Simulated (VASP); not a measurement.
# Zn (P6_3/mmc) in VASP: a series of runs

Zn is run at these levels: PBE; tasks: single point, relaxation of cell and atoms.

All numbers are computed with VASP 6.6.1; they aren't measurements. Logs are shortened: lines on timing, memory, paths and dates and some standing lists are left out, and cuts for length are marked.

## (1) The cell of the first run

Symmetry: P6_3/mmc, No. 194, hexagonal system. Conventional cell: a = 2.635 Å, b = 2.635 Å, c = 5.093 Å, α = 90.00°, β = 90.00°, γ = 120.00°. Zn (site symmetry -6m2) has 12 Zn at 2.63 to 2.97 Å within 3.5 Å.

## (2) Single point, PBE

The input, INCAR:

```
PREC = Accurate
ENCUT = 520
EDIFF = 1E-6
ISMEAR = 0
SIGMA = 0.1
LREAL = False
LASPH = True
NELM = 80
ALGO = Normal
ISIF = 2
LWAVE = False
LCHARG = False
GGA = PE
NBANDS = 19
```

The input, KPOINTS:

```
Automatic mesh
0
Gamma
  15 15 8
```

The input, POSCAR:

```
Zn
1.0
    2.6349473066      0.0000000000      0.0000000000
   -1.3174736533      2.2819313051      0.0000000000
    0.0000000000      0.0000000000      5.0925649621
Zn
2
Direct
    0.3333333333      0.6666666667      0.2500000000
    0.6666666667      0.3333333333      0.7500000000
```

Potentials or basis: VASP PAW PBE potentials, release 64 (Zn).

Launch:

```
> cat potpaw_PBE.64/Zn/POTCAR > POTCAR
> mpirun -np 1 vasp_std > vasp.out
```

OUTCAR:

```text
PREC = Accurate
   ENCUT = 520
   EDIFF = 1E-6
   ISMEAR = 0
   LREAL = False
   LASPH = True
   NELM = 80
   ISIF = 2
   GGA = PE

 ion  position               nearest neighbor table
   1  0.333  0.667  0.250-   2 2.97   2 2.97   2 2.97   2 2.97   2 2.97   2 2.97
   2  0.667  0.333  0.750-   1 2.97   1 2.97   1 2.97   1 2.97   1 2.97   1 2.97

  LATTYP: Found a hexagonal cell.
 ALAT       =     2.6349473066
 C/A-ratio  =     1.9327008739

  Lattice vectors:

 A1 = (   2.6349473066,   0.0000000000,   0.0000000000)
 A2 = (  -1.3174736533,   2.2819313051,   0.0000000000)
 A3 = (   0.0000000000,   0.0000000000,   5.0925649621)

Analysis of symmetry for initial positions (statically):
=====================================================================
 Subroutine PRICEL returns:
 Original cell was already a primitive cell.

 Routine SETGRP: Setting up the symmetry group for a
 hexagonal supercell.

 Subroutine GETGRP returns: Found 24 space group operations
 (whereof 12 operations were pure point group operations)
 out of a pool of 24 trial point group operations.

The static configuration has the point symmetry D_3d.
 The point group associated with its full space group is D_6h.

Analysis of symmetry for dynamics (positions and initial velocities):
=====================================================================
 Subroutine PRICEL returns:
 Original cell was already a primitive cell.

 Routine SETGRP: Setting up the symmetry group for a
 hexagonal supercell.

 Subroutine GETGRP returns: Found 24 space group operations
 (whereof 12 operations were pure point group operations)
 out of a pool of 24 trial point group operations.

The dynamic configuration has the point symmetry D_3d.
 The point group associated with its full space group is D_6h.

 Subroutine INISYM returns: Found 24 space group operations
 (whereof 12 operations are pure point group operations),
 and found     1 'primitive' translations

----------------------------------------------------------------------------------------

                                     Primitive cell

  volume of cell :      30.6204

  direct lattice vectors                    reciprocal lattice vectors
     2.634947307  0.000000000  0.000000000     0.379514231  0.219112643  0.000000000
    -1.317473653  2.281931305  0.000000000     0.000000000  0.438225287  0.000000000
     0.000000000  0.000000000  5.092564962     0.000000000  0.000000000  0.196364702

  length of vectors
     2.634947307  2.634947307  5.092564962     0.438225287  0.438225287  0.196364702

  position of ions in fractional coordinates (direct lattice)
     0.333333333  0.666666667  0.250000000
     0.666666667  0.333333333  0.750000000

  ion indices of the primitive-cell ions
   primitive index   ion index
                 1           1
                 2           2

----------------------------------------------------------------------------------------

 KPOINTS: Automatic mesh

Automatic generation of k-mesh.
 Grid dimensions read from file:
 generate k-points for:   15   15    8

 Generating k-lattice:

  Cartesian coordinates                     Fractional coordinates (reciprocal lattice)
     0.025300949  0.014607510  0.000000000     0.066666667 -0.000000000  0.000000000
     0.000000000  0.029215019  0.000000000     0.000000000  0.066666667  0.000000000
     0.000000000  0.000000000  0.024545588     0.000000000  0.000000000  0.125000000

  Length of vectors
     0.029215019  0.029215019  0.024545588

  Shift w.r.t. Gamma in fractional coordinates (k-lattice)
     0.000000000  0.000000000  0.000000000

 Subroutine IBZKPT returns following result:
 ===========================================

 Found    135 irreducible k-points:

 Following reciprocal coordinates:
            Coordinates               Weight
  0.000000  0.000000  0.000000      1.000000
  0.066667 -0.000000  0.000000      6.000000
  0.133333 -0.000000  0.000000      6.000000
  0.200000 -0.000000  0.000000      6.000000
  0.266667 -0.000000  0.000000      6.000000
  0.333333 -0.000000  0.000000      6.000000
[... 16 lines left out ...]
  0.333333  0.200000  0.000000     12.000000
  0.400000  0.200000  0.000000      6.000000
 [... further k-points ...]
   k-points           NKPTS =    135   k-points in BZ     NKDIM =    135   number of bands    NBANDS=     19
   number of dos      NEDOS =    301   number of ions     NIONS =      2
   total plane-waves  NPLWV =  16000
   dimension x,y,z NGX =    20 NGY =   20 NGZ =   40
   dimension x,y,z NGXF=    40 NGYF=   40 NGZF=   80
   ions per type =               2
   NGX,Y,Z   is equivalent  to a cutoff of  12.62, 12.62, 13.06 a.u.
   NGXF,Y,Z  is equivalent  to a cutoff of  25.24, 25.24, 26.12 a.u.
 SYSTEM =  unknown system
   PREC   = accura    normal or accurate (medium, high low for compatibility)
   ISTART =      0    job   : 0-new  1-cont  2-samecut
   ICHARG =      2    charge: 1-file 2-atom 10-const
   ISPIN  =      1    spin polarized calculation?
   LNONCOLLINEAR =      F non collinear calculations
   LSORBIT =      F    spin-orbit coupling
   LASPH  =      T    aspherical Exc in radial PAW
   ENCUT  =  520.0 eV  38.22 Ry    6.18 a.u.   4.90  4.90  9.47*2*pi/ulx,y,z
   NELM   =     80;   NELMIN=  2; NELMDL= -5     # of ELM steps
   EDIFF  = 0.1E-05   stopping-criterion for ELM
   LREAL  =      F    real-space projection
   EDIFFG = 0.1E-04   stopping-criterion for IOM
   NSW    =      0    number of steps for IOM
   IBRION =     -1    ionic relax: 0-MD 1-quasi-New 2-CG
   NFREE  =      0    steps in history (QN), initial steepest desc. (CG)
   ISIF   =      2    stress and relaxation
   ISYM   =      2    0-nonsym 1-usesym 2-fastsym
   POTIM  = 0.5000    time-step for ionic-motion
   TEBEG  =    0.0;   TEEND  =   0.0 temperature during run
   PSTRESS=    0.0 pullay stress
   NELECT =      24.0000    total number of electrons
   NUPDOWN=      -1.0000    fix difference up-down
   EMIN   =  10.00;   EMAX   =-10.00  energy-range for DOS
   EFERMI =   0.00;   METHOD = LEGACY
   ISMEAR =     0;   SIGMA  =   0.10  broadening in eV -4-tet -1-fermi 0-gaus
   EFERMI_NEDOS =   21; number of points for ismear=-14 and -15
   IALGO  =     38    algorithm
   IMIX   =      4    mixing-type and parameters
     AMIX     =   0.40;   BMIX     =  1.00
     AMIX_MAG =   1.60;   BMIX_MAG =  1.00
  volume/ion in A,a.u.               =      15.31       103.32
  Fermi-wavevector in a.u.,A,eV,Ry     =   1.509413  2.852378 30.998548  2.278329
  Thomas-Fermi vector in A             =   2.619739
   LORBIT       =      0    0 simple, 1 ext, 2 COOP (PROOUT), +10 PAW based schemes
   GGA     = PE    functional components
   LHFCALC =     F    Hartree Fock is set to
   AEXX    =    0.0000 exact exchange contribution
   IVDW    =     0    specifies the selected vdW correction
   LEPSILON=     F    determine dielectric tensor
   LRPA    =     F    only Hartree local field effects (RPA)
 non-spin polarized calculation
 Gauss-broadening in eV      SIGMA  =   0.10
  energy-cutoff  :      520.00
  volume of cell :       30.62
 maximum number of plane-waves:       849
 NGX is ok and might be reduce to    20
   NGX =  9   NGY =  9   NGZ = 19

 number of electron      24.0000003 magnetization

 Free energy of the ion-electron system (eV)
  ---------------------------------------------------
  ext. energy  EPLUGINS =         0.00000000
  ---------------------------------------------------
  free energy    TOTEN  =        -2.22377824 eV

  energy without entropy =       -2.22224760  energy(sigma->0) =       -2.22301292

 E-fermi :   2.9668     XC(G=0): -11.5067

 val. band max:        2.9546762614   @ k =   0.0667  -0.0000   0.2500
 cond. band min:       3.1936312675   @ k =   0.2667  -0.0000   0.1250
 fundamental gap:      0.2389550061
 Fermi energy:         2.9668156116

 k-point     1 :       0.0000    0.0000    0.0000
  band No.  band energies     occupation
      1      -7.3017      2.00000
      2      -5.6160      2.00000
      3      -4.9046      2.00000
      4      -4.6331      2.00000
      5      -4.6331      2.00000
      6      -4.5929      2.00000
[... 11 lines left out ...]
     18      22.7610      0.00000
     19      22.7958      0.00000

 k-point     2 :       0.0667   -0.0000    0.0000
  band No.  band energies     occupation
      1      -7.1661      2.00000
      2      -5.5528      2.00000
      3      -4.8881      2.00000
      4      -4.6488      2.00000
      5      -4.6085      2.00000
      6      -4.6006      2.00000
[... 11 lines left out ...]
     18      21.5738      0.00000
     19      23.7715      0.00000

 k-point     3 :       0.1333   -0.0000    0.0000
  band No.  band energies     occupation
      1      -6.7676      2.00000
      2      -5.3885      2.00000
      3      -4.8500      2.00000
      4      -4.6843      2.00000
      5      -4.6327      2.00000
      6      -4.5077      2.00000
[... 11 lines left out ...]
     18      20.4528      0.00000
     19      21.4748      0.00000

 k-point     4 :       0.2000   -0.0000    0.0000
  band No.  band energies     occupation
      1      -6.1494      2.00000
      2      -5.2167      2.00000
      3      -4.8100      2.00000
      4      -4.7128      2.00000
      5      -4.5869      2.00000
      6      -4.5684      2.00000
[... 11 lines left out ...]
     18      19.1819      0.00000
     19      19.3524      0.00000

 k-point     5 :       0.2667   -0.0000    0.0000
  band No.  band energies     occupation
      1      -5.5264      2.00000
      2      -5.1786      2.00000
      3      -4.7895      2.00000
      4      -4.7276      2.00000
      5      -4.6007      2.00000
      6      -4.4588      2.00000
[... 11 lines left out ...]
     18      18.3061      0.00000
     19      18.7990      0.00000

 k-point     6 :       0.3333   -0.0000    0.0000
  band No.  band energies     occupation
      1      -5.3280      2.00000
      2      -5.2292      2.00000
      3      -4.9470      2.00000
      4      -4.6103      2.00000
      5      -4.5556      2.00000
      6      -4.3834      2.00000
[... 11 lines left out ...]
     18      18.3395      0.00000
     19      19.3739      0.00000

 k-point     7 :       0.4000   -0.0000    0.0000
  band No.  band energies     occupation
      1      -5.3534      2.00000
      2      -5.2790      2.00000
      3      -5.0516      2.00000
      4      -4.6304      2.00000
      5      -4.5150      2.00000
      6      -4.4153      2.00000
[... 11 lines left out ...]
     18      18.0237      0.00000
     19      18.9700      0.00000

 k-point     8 :       0.4667   -0.0000    0.0000
  band No.  band energies     occupation
      1      -5.3876      2.00000
      2      -5.3100      2.00000
      3      -5.1031      2.00000
      4      -4.6713      2.00000
      5      -4.4631      2.00000
      6      -4.4325      2.00000
[... 256 lines left out ...]
 k-point    20 :       0.4000    0.1333    0.0000
  band No.  band energies     occupation
      1      -5.2405      2.00000
      2      -5.1428      2.00000
      3      -5.0572      2.00000
      4      -4.6551      2.00000
      5      -4.4945      2.00000
      6      -4.4586      2.00000
[... 11 lines left out ...]
     18      15.2004      0.00000
     19      16.7476      0.00000

 k-point    21 :       0.2000    0.2000    0.0000
  band No.  band energies     occupation
      1      -4.9592      2.00000
      2      -4.9138      2.00000
      3      -4.9068      2.00000
      4      -4.7608      2.00000
      5      -4.6763      2.00000
      6      -4.6020      2.00000
[... 11 lines left out ...]
     18      14.7158      0.00000
     19      16.0424      0.00000

 k-point    22 :       0.2667    0.2000    0.0000
  band No.  band energies     occupation
      1      -5.0136      2.00000
      2      -4.9680      2.00000
      3      -4.9290      2.00000
      4      -4.6425      2.00000
      5      -4.5957      2.00000
      6      -4.5183      2.00000
[... 11 lines left out ...]
     18      13.4314      0.00000
     19      15.0534      0.00000

 k-point    23 :       0.3333    0.2000    0.0000
  band No.  band energies     occupation
      1      -5.0676      2.00000
      2      -5.0013      2.00000
      3      -4.9615      2.00000
      4      -4.6500      2.00000
      5      -4.5267      2.00000
      6      -4.4952      2.00000
[... 11 lines left out ...]
     18      13.0162      0.00000
     19      14.6345      0.00000

 k-point    24 :       0.4000    0.2000    0.0000
  band No.  band energies     occupation
      1      -5.0875      2.00000
      2      -5.0116      2.00000
      3      -4.9753      2.00000
      4      -4.6410      2.00000
      5      -4.5646      2.00000
      6      -4.4537      2.00000
[... 11 lines left out ...]
     18      12.8761      0.00000
     19      14.5046      0.00000

 [... further k-points ...]

------------------------ aborting loop because EDIFF is reached ----------------------------------------

  FORCE on cell =-STRESS in cart. coord.  units (eV):
  Direction    XX          YY          ZZ          XY          YZ          ZX
  --------------------------------------------------------------------------------------
  -------------------------------------------------------------------------------------
  Total        0.0816854      0.0816854      0.0207731      0.0000000     -0.0000000      0.0000000
  in kB        4.2740924      4.2740924      1.0869275      0.0000000     -0.0000000      0.0000000
  external PRESSURE =       3.2117041 kB  Pullay stress =       0.0000000 kB

 VOLUME and BASIS-vectors are now :
 -----------------------------------------------------------------------------
  energy-cutoff  :      520.00
  volume of cell :       30.62
      direct lattice vectors                 reciprocal lattice vectors
     2.634947307  0.000000000  0.000000000     0.379514231  0.219112643  0.000000000
    -1.317473653  2.281931305  0.000000000     0.000000000  0.438225287  0.000000000
     0.000000000  0.000000000  5.092564962     0.000000000  0.000000000  0.196364702

 POSITION                                       TOTAL-FORCE (eV/Angst)
 -----------------------------------------------------------------------------------
     -0.00000      1.52129      1.27314        -0.000000     -0.000000      0.000000
      1.31747      0.76064      3.81942         0.000000      0.000000      0.000000
 -----------------------------------------------------------------------------------
    total drift:                               -0.000000      0.000000      0.000000

  FREE ENERGIE OF THE ION-ELECTRON SYSTEM (eV)
  ---------------------------------------------------
  free  energy   TOTEN  =        -2.2237782404 eV

  energy  without entropy=       -2.2222475968  energy(sigma->0) =       -2.22301292
```

Wall time 54 s (1 thread of Intel Xeon Platinum 8259CL at 2.50GHz (Skylake/Cascade Lake), shared host); peak memory 0.19 GiB.

What came out:

| Property | Result |
| --- | --- |
| Free energy | -2.2238 eV |
| Pressure | 0.3 GPa |
| Band gap on the k mesh | zero (bands 12 and 13 overlap by 5.07 eV) |

Stress tensor (GPa, compression positive):
```
0.43 0.00 0.00
0.00 0.43 0.00
0.00 0.00 0.11
```

Levels at points of the mesh, in eV from the Fermi level:
| k point | band 9 | band 10 | band 11 | band 12 | band 13 | band 14 | band 15 | band 16 |
| --- | --- | --- | --- | --- | --- | --- | --- | --- |
| (0.00, 0.00, 0.00) | -7.18 | -7.01 | -7.01 | -3.67 | -3.40 | 12.35 | 16.17 | 18.27 |
| (0.00, 0.00, 0.50) | -7.08 | -7.08 | -7.08 | -7.08 | 3.93 | 3.93 | 19.47 | 19.47 |

(Continued in part 2 of 2.)

The gap in the log of VASP goes by the Fermi energy; the results here count the filled bands.